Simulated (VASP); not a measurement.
Write the native input for VASP 6.6.1 that does the following.

* Task: single point
* Functional: PBE
* Potentials or basis: VASP PAW PBE potentials, release 64 (Ba_sv)
* Cutoff: 520 eV
* k mesh: 10 × 10 × 6
* Occupations: fermi-dirac, width 0.1 eV
* Spin: no spin polarisation
* Dipole correction: no
* Further INCAR settings: ALGO = Normal; EDIFF = 1e-06; NBANDS = 17

The structure of Ba lies in POSCAR:

```
Ba
1.0
    3.9898894494      0.0000000000      0.0000000000
   -1.9949447247      3.4553456215      0.0000000000
    0.0000000000      0.0000000000      6.2972168348
Ba
2
Direct
    0.3333333333      0.6666666667      0.2500000000
    0.6666666667      0.3333333333      0.7500000000
```

One way to write it, as run:

INCAR

```
PREC = Accurate ; ENCUT = 520
EDIFF = 1E-6 ; ISMEAR = -1
SIGMA = 0.1 ; LREAL = False
LASPH = True ; NELM = 60
ALGO = Normal ; ISIF = 2
LWAVE = False ; LCHARG = True
GGA = PE ; LELF = True
LVHAR = True ; NBANDS = 17
```

KPOINTS

```
regular mesh
0
Gamma
  10 10 6
```

Potentials or basis: VASP PAW PBE potentials, release 64 (Ba_sv).

Run with:

```sh
$ cat potpaw_PBE.64/Ba_sv/POTCAR > POTCAR
$ mpirun -np 1 vasp_std > vasp.out
```

It gave:

```yaml
Pressure: 5.2 GPa
Band_gap_on_the_k_mesh: zero (band 10 reaches 3.45 eV, above the bottom of band 11 at 2.66 eV)
```

Caveat: spin-orbit coupling is left out, which moves the levels of the heavy elements.

Wall time 26 s on 1 thread of Intel(R) Xeon(R) 6975P-C (Granite Rapids), with other jobs on the host, peak memory 0.23 GiB.
